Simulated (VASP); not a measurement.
# Tl (Fd-3m) in VASP: a series of runs

The runs below take Tl through single point, relaxation of cell and atoms, with PBEsol.

All numbers are computed with VASP 6.6.1; they aren't measurements. Logs are shortened: lines on timing, memory, paths and dates and some standing lists are left out, and cuts for length are marked.

### 1 The cell of the first run

It takes space group Fd-3m (No. 227, cubic). The conventional cell has a = 6.972 Å, b = 6.972 Å, c = 6.972 Å, α = 90.00°, β = 90.00°, γ = 90.00°. Tl (site symmetry -43m) has 4 Tl at 3.02 Å within 4.0 Å.

### 2 Single point, PBEsol (volume scaled by 1.04)

The input, INCAR:

```
SYSTEM = Tl
PREC = Accurate
ENCUT = 520
EDIFF = 1E-6
ISMEAR = -1
SIGMA = 0.1
LREAL = .False.
LASPH = .True.
NELM = 100
ALGO = Normal
ISIF = 2
LWAVE = .False.
LCHARG = .False.
GGA = PS
NBANDS = 20
```

The input, KPOINTS:

```
regular mesh
0
Gamma
  9 9 9
  0 0 0
```

The input, POSCAR:

```
Tl
1.0
    0.0000000000      3.4860371051      3.4860371051
    3.4860371051      0.0000000000      3.4860371051
    3.4860371051      3.4860371051      0.0000000000
Tl
2
Direct
    0.1250000000      0.1250000000      0.1250000000
    0.8750000000      0.8750000000      0.8750000000
```

Potentials or basis: VASP PAW PBE potentials, release 64 (Tl_d).

The run is started by

```bash
$ cat potpaw_PBE.64/Tl_d/POTCAR > POTCAR
$ mpirun -np 1 vasp_std > vasp.out
```

OUTCAR:

```text
SYSTEM = Tl
   PREC = Accurate
   ENCUT = 520
   EDIFF = 1E-6
   ISMEAR = -1
   LREAL = .False.
   LASPH = .True.
   NELM = 100
   ISIF = 2
   GGA = PS

 ion  position               nearest neighbor table
   1  0.125  0.125  0.125-   2 3.02   2 3.02   2 3.02   2 3.02
   2  0.875  0.875  0.875-   1 3.02   1 3.02   1 3.02   1 3.02

  LATTYP: Found a face centered cubic cell.
 ALAT       =     6.9720742102

  Lattice vectors:

 A1 = (   0.0000000000,   3.4860371051,   3.4860371051)
 A2 = (   3.4860371051,   0.0000000000,   3.4860371051)
 A3 = (   3.4860371051,   3.4860371051,   0.0000000000)

Analysis of symmetry for initial positions (statically):
=====================================================================
 Subroutine PRICEL returns:
 Original cell was already a primitive cell.

 Routine SETGRP: Setting up the symmetry group for a
 face centered cubic supercell.

 Subroutine GETGRP returns: Found 48 space group operations
 (whereof 12 operations were pure point group operations)
 out of a pool of 48 trial point group operations.

The static configuration has the point symmetry D_3d.
 The point group associated with its full space group is O_h .

Analysis of symmetry for dynamics (positions and initial velocities):
=====================================================================
 Subroutine PRICEL returns:
 Original cell was already a primitive cell.

 Routine SETGRP: Setting up the symmetry group for a
 face centered cubic supercell.

 Subroutine GETGRP returns: Found 48 space group operations
 (whereof 12 operations were pure point group operations)
 out of a pool of 48 trial point group operations.

The dynamic configuration has the point symmetry D_3d.
 The point group associated with its full space group is O_h .

 Subroutine INISYM returns: Found 48 space group operations
 (whereof 12 operations are pure point group operations),
 and found     1 'primitive' translations

----------------------------------------------------------------------------------------

                                     Primitive cell

  volume of cell :      84.7278

  direct lattice vectors                    reciprocal lattice vectors
     0.000000000  3.486037105  3.486037105    -0.143429340  0.143429340  0.143429340
     3.486037105  0.000000000  3.486037105     0.143429340 -0.143429340  0.143429340
     3.486037105  3.486037105  0.000000000     0.143429340  0.143429340 -0.143429340

  length of vectors
     4.930000953  4.930000953  4.930000953     0.248426904  0.248426904  0.248426904

  position of ions in fractional coordinates (direct lattice)
     0.125000000  0.125000000  0.125000000
     0.875000000  0.875000000  0.875000000

  ion indices of the primitive-cell ions
   primitive index   ion index
                 1           1
                 2           2

----------------------------------------------------------------------------------------

 KPOINTS: regular mesh

Automatic generation of k-mesh.
 Grid dimensions read from file:
 generate k-points for:    9    9    9

 Generating k-lattice:

  Cartesian coordinates                     Fractional coordinates (reciprocal lattice)
    -0.015936593  0.015936593  0.015936593     0.111111111  0.000000000  0.000000000
     0.015936593 -0.015936593  0.015936593     0.000000000  0.111111111  0.000000000
     0.015936593  0.015936593 -0.015936593     0.000000000  0.000000000  0.111111111

  Length of vectors
     0.027602989  0.027602989  0.027602989

  Shift w.r.t. Gamma in fractional coordinates (k-lattice)
     0.000000000  0.000000000  0.000000000

 Subroutine IBZKPT returns following result:
 ===========================================

 Found     35 irreducible k-points:

 Following reciprocal coordinates:
            Coordinates               Weight
  0.000000  0.000000  0.000000      1.000000
  0.111111  0.000000  0.000000      8.000000
  0.222222  0.000000  0.000000      8.000000
  0.333333  0.000000  0.000000      8.000000
  0.444444  0.000000  0.000000      8.000000
  0.111111  0.111111  0.000000      6.000000
[... 16 lines left out ...]
 -0.333333  0.333333  0.000000     12.000000
  0.444444  0.444444  0.000000      6.000000
 [... further k-points ...]
   k-points           NKPTS =     35   k-points in BZ     NKDIM =     35   number of bands    NBANDS=     20
   number of dos      NEDOS =    301   number of ions     NIONS =      2
   total plane-waves  NPLWV =  64000
   dimension x,y,z NGX =    40 NGY =   40 NGZ =   40
   dimension x,y,z NGXF=    80 NGYF=   80 NGZF=   80
   ions per type =               2
   NGX,Y,Z   is equivalent  to a cutoff of  13.49, 13.49, 13.49 a.u.
   NGXF,Y,Z  is equivalent  to a cutoff of  26.98, 26.98, 26.98 a.u.
 SYSTEM =  Tl
   PREC   = accura    normal or accurate (medium, high low for compatibility)
   ISTART =      0    job   : 0-new  1-cont  2-samecut
   ICHARG =      2    charge: 1-file 2-atom 10-const
   ISPIN  =      1    spin polarized calculation?
   LNONCOLLINEAR =      F non collinear calculations
   LSORBIT =      F    spin-orbit coupling
   LASPH  =      T    aspherical Exc in radial PAW
   ENCUT  =  520.0 eV  38.22 Ry    6.18 a.u.   9.17  9.17  9.17*2*pi/ulx,y,z
   NELM   =    100;   NELMIN=  2; NELMDL= -5     # of ELM steps
   EDIFF  = 0.1E-05   stopping-criterion for ELM
   LREAL  =      F    real-space projection
   EDIFFG = 0.1E-04   stopping-criterion for IOM
   NSW    =      0    number of steps for IOM
   IBRION =     -1    ionic relax: 0-MD 1-quasi-New 2-CG
   NFREE  =      0    steps in history (QN), initial steepest desc. (CG)
   ISIF   =      2    stress and relaxation
   ISYM   =      2    0-nonsym 1-usesym 2-fastsym
   POTIM  = 0.5000    time-step for ionic-motion
   TEBEG  =    0.0;   TEEND  =   0.0 temperature during run
   PSTRESS=    0.0 pullay stress
   NELECT =      26.0000    total number of electrons
   NUPDOWN=      -1.0000    fix difference up-down
   EMIN   =  10.00;   EMAX   =-10.00  energy-range for DOS
   EFERMI =   0.00;   METHOD = LEGACY
   ISMEAR =    -1;   SIGMA  =   0.10  broadening in eV -4-tet -1-fermi 0-gaus
   EFERMI_NEDOS =   21; number of points for ismear=-14 and -15
   IALGO  =     38    algorithm
   IMIX   =      4    mixing-type and parameters
     AMIX     =   0.40;   BMIX     =  1.00
     AMIX_MAG =   1.60;   BMIX_MAG =  1.00
  volume/ion in A,a.u.               =      42.36       285.89
  Fermi-wavevector in a.u.,A,eV,Ry     =   1.104224  2.086681 16.589736  1.219311
  Thomas-Fermi vector in A             =   2.240694
   LORBIT       =      0    0 simple, 1 ext, 2 COOP (PROOUT), +10 PAW based schemes
   GGA     = PS    functional components
   LHFCALC =     F    Hartree Fock is set to
   AEXX    =    0.0000 exact exchange contribution
   IVDW    =     0    specifies the selected vdW correction
   LEPSILON=     F    determine dielectric tensor
   LRPA    =     F    only Hartree local field effects (RPA)
 non-spin polarized calculation
  energy-cutoff  :      520.00
  volume of cell :       84.73
 maximum number of plane-waves:      2301
 NGX is ok and might be reduce to    40
   NGX = 19   NGY = 19   NGZ = 19

 number of electron      25.9999997 magnetization

 Free energy of the ion-electron system (eV)
  ---------------------------------------------------
  ext. energy  EPLUGINS =         0.00000000
  ---------------------------------------------------
  free energy    TOTEN  =        -4.39118618 eV

  energy without entropy =       -4.33172222  energy(sigma->0) =       -4.36145420

 E-fermi :   2.9037     XC(G=0):  -8.2716

 val. band max:        2.8915752589   @ k =  -0.3333   0.3333   0.1111
 cond. band min:       2.9056175300   @ k =  -0.4444   0.3333   0.0000
 fundamental gap:      0.0140422711
 Fermi energy:         2.9037156690

 k-point     1 :       0.0000    0.0000    0.0000
  band No.  band energies     occupation
      1      -8.9015      2.00000
      2      -8.9015      2.00000
      3      -8.9015      2.00000
      4      -8.8197      2.00000
      5      -8.8197      2.00000
      6      -8.2451      2.00000
[... 12 lines left out ...]
     19       7.8024      0.00000
     20      11.5181      0.00000

 k-point     2 :       0.1111    0.0000    0.0000
  band No.  band energies     occupation
      1      -8.9212      2.00000
      2      -8.9212      2.00000
      3      -8.8999      2.00000
      4      -8.7917      2.00000
      5      -8.7917      2.00000
      6      -8.2629      2.00000
[... 12 lines left out ...]
     19       8.7969      0.00000
     20      11.0430      0.00000

 k-point     3 :       0.2222    0.0000    0.0000
  band No.  band energies     occupation
      1      -8.9454      2.00000
      2      -8.9454      2.00000
      3      -8.8957      2.00000
      4      -8.7483      2.00000
      5      -8.7483      2.00000
      6      -8.3031      2.00000
[... 12 lines left out ...]
     19       9.5584      0.00000
     20      10.9552      0.00000

 k-point     4 :       0.3333    0.0000    0.0000
  band No.  band energies     occupation
      1      -8.9575      2.00000
      2      -8.9575      2.00000
      3      -8.8909      2.00000
      4      -8.7198      2.00000
      5      -8.7198      2.00000
      6      -8.3473      2.00000
[... 12 lines left out ...]
     19       9.4192      0.00000
     20      11.3996      0.00000

 k-point     5 :       0.4444    0.0000    0.0000
  band No.  band energies     occupation
      1      -8.9604      2.00000
      2      -8.9604      2.00000
      3      -8.8876      2.00000
      4      -8.7099      2.00000
      5      -8.7099      2.00000
      6      -8.3751      2.00000
[... 12 lines left out ...]
     19      11.0616      0.00000
     20      12.1987      0.00000

 k-point     6 :       0.1111    0.1111    0.0000
  band No.  band energies     occupation
      1      -8.9293      2.00000
      2      -8.9121      2.00000
      3      -8.9121      2.00000
      4      -8.7996      2.00000
      5      -8.7634      2.00000
      6      -8.3301      2.00000
[... 12 lines left out ...]
     19       8.9056      0.00000
     20      10.1993      0.00000

 k-point     7 :       0.2222    0.1111    0.0000
  band No.  band energies     occupation
      1      -8.9546      2.00000
      2      -8.9301      2.00000
      3      -8.9082      2.00000
      4      -8.7658      2.00000
      5      -8.7156      2.00000
      6      -8.3889      2.00000
[... 12 lines left out ...]
     19       9.6926      0.00000
     20      10.2706      0.00000
[... 277 lines left out ...]
 k-point    20 :       0.3333    0.3333    0.0000
  band No.  band energies     occupation
      1      -8.9628      2.00000
      2      -8.9628      2.00000
      3      -8.9278      2.00000
      4      -8.6531      2.00000
      5      -8.6281      2.00000
      6      -8.5419      2.00000
[... 12 lines left out ...]
     19      10.4551      0.00000
     20      12.5468      0.00000

 k-point    21 :       0.4444    0.3333    0.0000
  band No.  band energies     occupation
      1      -8.9948      2.00000
      2      -8.9734      2.00000
      3      -8.8763      2.00000
      4      -8.6773      2.00000
      5      -8.6030      2.00000
      6      -8.4955      2.00000
[... 12 lines left out ...]
     19      12.2059      0.00000
     20      12.8530      0.00000

 k-point    22 :      -0.4444    0.3333    0.0000
  band No.  band energies     occupation
      1      -9.0257      2.00000
      2      -8.9828      2.00000
      3      -8.8211      2.00000
      4      -8.6618      2.00000
      5      -8.5570      2.00000
      6      -8.5061      2.00000
[... 12 lines left out ...]
     19      11.3204      0.00000
     20      12.5730      0.00000

 k-point    23 :      -0.3333    0.3333    0.0000
  band No.  band energies     occupation
      1      -9.0342      2.00000
      2      -8.9889      2.00000
      3      -8.8030      2.00000
      4      -8.5901      2.00000
      5      -8.5751      2.00000
      6      -8.5496      2.00000
[... 12 lines left out ...]
     19      10.1547      0.00000
     20      11.5570      0.00000

 k-point    24 :       0.4444    0.4444    0.0000
  band No.  band energies     occupation
      1      -8.9783      2.00000
      2      -8.9783      2.00000
      3      -8.8659      2.00000
      4      -8.7632      2.00000
      5      -8.5450      2.00000
      6      -8.4304      2.00000
[... 12 lines left out ...]
     19      11.7508      0.00000
     20      13.1132      0.00000

 [... further k-points ...]

------------------------ aborting loop because EDIFF is reached ----------------------------------------

  FORCE on cell =-STRESS in cart. coord.  units (eV):
  Direction    XX          YY          ZZ          XY          YZ          ZX
  --------------------------------------------------------------------------------------
  -------------------------------------------------------------------------------------
  Total       -0.3748555     -0.3748555     -0.3748555      0.0000000     -0.0000000     -0.0000000
  in kB       -7.0884046     -7.0884046     -7.0884046      0.0000000     -0.0000000     -0.0000000
  external PRESSURE =      -7.0884046 kB  Pullay stress =       0.0000000 kB

 VOLUME and BASIS-vectors are now :
 -----------------------------------------------------------------------------
  energy-cutoff  :      520.00
  volume of cell :       84.73
      direct lattice vectors                 reciprocal lattice vectors
     0.000000000  3.486037105  3.486037105    -0.143429340  0.143429340  0.143429340
     3.486037105  0.000000000  3.486037105     0.143429340 -0.143429340  0.143429340
     3.486037105  3.486037105  0.000000000     0.143429340  0.143429340 -0.143429340

 POSITION                                       TOTAL-FORCE (eV/Angst)
 -----------------------------------------------------------------------------------
      0.87151      0.87151      0.87151        -0.000000     -0.000000      0.000000
      6.10056      6.10056      6.10056         0.000000      0.000000     -0.000000
 -----------------------------------------------------------------------------------
    total drift:                                0.000000      0.000000     -0.000000

  FREE ENERGIE OF THE ION-ELECTRON SYSTEM (eV)
  ---------------------------------------------------
  free  energy   TOTEN  =        -4.3911861846 eV

  energy  without entropy=       -4.3317222200  energy(sigma->0) =       -4.36145420
```

Run time: 100 s. Hardware: 1 thread of AMD EPYC 7R13 (Zen 3), shared host; peak memory 0.21 GiB.

Results:

```
Free energy            : -4.3912 eV
Pressure               : -0.7 GPa
Band gap on the k mesh : zero (band 13 reaches 5.24 eV, above the bottom of band 14 at 2.32 eV)
```

Levels at points of the mesh, in eV from the Fermi level:
```csv
k point,band 10,band 11,band 12,band 13,band 14,band 15,band 16,band 17
"(0.00, 0.00, 0.00)",-11.06,-8.82,-1.06,2.34,2.34,2.34,4.01,4.01
```

Caveat: the PAW data sets were made with another functional, which shifts forces and pressure a little; spin-orbit coupling is left out, which moves the levels of the heavy elements.

### 3 Single point, PBEsol (volume scaled by 1.08)

The input, INCAR:

```
SYSTEM = Tl
ALGO = Normal ; EDIFF = 1E-6
ENCUT = 520 ; GGA = PS
ISIF = 2 ; ISMEAR = -1
LASPH = .True. ; LCHARG = .False.
LREAL = .False. ; LWAVE = .False.
NBANDS = 20 ; NELM = 80
PREC = Accurate ; SIGMA = 0.1
```

The input, KPOINTS:

```
k-points
0
Gamma
  9 9 9
  0 0 0
```

The input, POSCAR:

```
Tl
1.0
    0.0000000000      3.5301688420      3.5301688420
    3.5301688420      0.0000000000      3.5301688420
    3.5301688420      3.5301688420      0.0000000000
Tl
2
Direct
    0.1250000000      0.1250000000      0.1250000000
    0.8750000000      0.8750000000      0.8750000000
```

Potentials or basis: VASP PAW PBE potentials, release 64 (Tl_d).

The run is started by

```bash
$ cat potpaw_PBE.64/Tl_d/POTCAR > POTCAR
$ mpirun -np 1 vasp_std > vasp.out
```

Wall time 80 s (1 thread of AMD EPYC 7R13 (Zen 3), shared host); peak memory 0.21 GiB.

Results (log left out):

```
Free energy            : -4.3725 eV
Pressure               : -1.2 GPa
Band gap on the k mesh : zero (band 13 reaches 4.89 eV, above the bottom of band 14 at 2.12 eV)
```

Levels at points of the mesh, in eV from the Fermi level:
| k point | band 10 | band 11 | band 12 | band 13 | band 14 | band 15 | band 16 | band 17 |
| --- | --- | --- | --- | --- | --- | --- | --- | --- |
| (0.00, 0.00, 0.00) | -11.09 | -8.67 | -1.32 | 2.23 | 2.23 | 2.23 | 3.90 | 3.90 |

Caveat: the PAW data sets were made with another functional, which shifts forces and pressure a little; spin-orbit coupling is left out, which moves the levels of the heavy elements.

### 4 Single point, PBEsol (volume scaled by 1.12)

The input, INCAR:

```
PREC = Accurate
ENCUT = 520
EDIFF = 1E-6
ISMEAR = -1
SIGMA = 0.1
LREAL = False
LASPH = True
NELM = 100
ALGO = Normal
ISIF = 2
LWAVE = False
LCHARG = True
GGA = PS
LELF = True
LVHAR = True
NBANDS = 20
```

The input, KPOINTS:

```
regular mesh
0
Gamma
  9 9 9
```

The input, POSCAR:

```
Tl
1.0
    0.0000000000      3.5732239248      3.5732239248
    3.5732239248      0.0000000000      3.5732239248
    3.5732239248      3.5732239248      0.0000000000
Tl
2
Direct
    0.1250000000      0.1250000000      0.1250000000
    0.8750000000      0.8750000000      0.8750000000
```

The run is started by

```bash
$ cat potpaw_PBE.64/Tl_d/POTCAR > POTCAR
$ mpirun -np 1 vasp_std > vasp.out
```

Run time: 95 s. Hardware: 1 thread of AMD EPYC 7R13 (Zen 3), shared host; peak memory 0.22 GiB.

It converged, with:

```yaml
Free_energy: -4.3443 eV
Pressure: -1.6 GPa
Band_gap_on_the_k_mesh: zero (band 13 reaches 4.58 eV, above the bottom of band 14 at 1.93 eV)
```

Levels at points of the mesh, in eV from the Fermi level:
```csv
k point,band 10,band 11,band 12,band 13,band 14,band 15,band 16,band 17
"(0.00, 0.00, 0.00)",-11.12,-8.54,-1.57,2.13,2.13,2.13,3.79,3.79
```

Caveat: the PAW data sets were made with another functional, which shifts forces and pressure a little; spin-orbit coupling is left out, which moves the levels of the heavy elements.

(Part 1 of 2 ends here.)
